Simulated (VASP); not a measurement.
A run of VASP 6.6.1 is set up as follows.

Contents of POSCAR:

```
C
1.0
    3.5700000000      0.0000000000      0.0000000000
    0.0000000000      3.5700000000      0.0000000000
    0.0000000000      0.0000000000      3.5700000000
C
7
Direct
    0.1373300000      0.5687400000      0.7314100000
    0.6395000000      0.0699500000      0.7270600000
    0.6363400000      0.5724900000      0.2290000000
    0.3851400000      0.3214900000      0.4826500000
    0.3887300000      0.8189400000      0.9784300000
    0.8846200000      0.3202000000      0.9805200000
    0.8877700000      0.8217500000      0.4768200000
```

Contents of INCAR.step1:

```
SYSTEM = C
PREC     = Accurate       ! precision mode
ENCUT    = 520            ! plane-wave cutoff, eV
EDIFF    = 1E-5           ! SCF threshold, eV
ISMEAR   = 0              ! smearing method
SIGMA    = 0.01           ! smearing width, eV
LREAL    = .False.        ! projectors in reciprocal space
LASPH    = .True.         ! aspherical terms in the spheres
NELM     = 120            ! most SCF steps
ALGO     = Normal         ! electronic algorithm
ISIF     = 2              ! what is computed and relaxed
LWAVE    = .True.         ! write WAVECAR
GGA      = PE             ! functional
NBANDS   = 23             ! bands
GGA_COMPAT= .False.
```

File INCAR.step2:

```
SYSTEM = C
PREC     = Accurate       ! precision mode
ENCUT    = 520            ! plane-wave cutoff, eV
EDIFF    = 1E-6           ! SCF threshold, eV
ISMEAR   = 0              ! smearing method
SIGMA    = 0.01           ! smearing width, eV
LREAL    = .False.        ! projectors in reciprocal space
LASPH    = .True.         ! aspherical terms in the spheres
NELM     = 120            ! most SCF steps
ALGO     = Normal         ! electronic algorithm
ISIF     = 2              ! what is computed and relaxed
LWAVE    = .False.        ! write WAVECAR
LCHARG   = .True.         ! write CHGCAR
GGA      = PE             ! functional
LHFCALC  = .True.         ! exact exchange
HFSCREEN = 0.2079         ! screening, 1/A
PRECFOCK = Normal       
LELF     = .True.         ! ELF
LVHAR    = .True.       
ISTART   = 1            
NBANDS   = 23             ! bands
GGA_COMPAT= .False.
```

Contents of KPOINTS:

```
regular mesh
0
Gamma
  1 1 1
  0 0 0
```

Potentials or basis: VASP PAW PBE potentials, release 64 (C).

Run with:

```bash
$ cat potpaw_PBE.64/C/POTCAR > POTCAR
$ cp INCAR.step1 INCAR
$ mpirun -np 1 vasp_gam > vasp.out
$ cp INCAR.step2 INCAR
$ mpirun -np 1 vasp_gam > vasp.out
```

**Question.** What does it give for the pressure?

**Answer.** -0.3 GPa.

**Question.** What does it give for the largest force?

**Answer.** 6.725 eV/Å.

**Question.** Predict the band gap on the k mesh.

**Answer.** 1.71 eV.

Forces on the atoms (eV/Å):
```
C    0.267  0.142  0.015
C   -0.090 -0.081  0.258
C    0.227 -0.141  0.160
C    3.018  3.278  4.392
C    3.382 -3.126 -4.632
C   -3.549  3.373 -4.610
C   -3.255 -3.444  4.417
```

Caveat: the k points lie up to 1.76 Å⁻¹ apart; the PAW data sets were made with another functional, which shifts forces and pressure a little. A k mesh can miss the band edges.
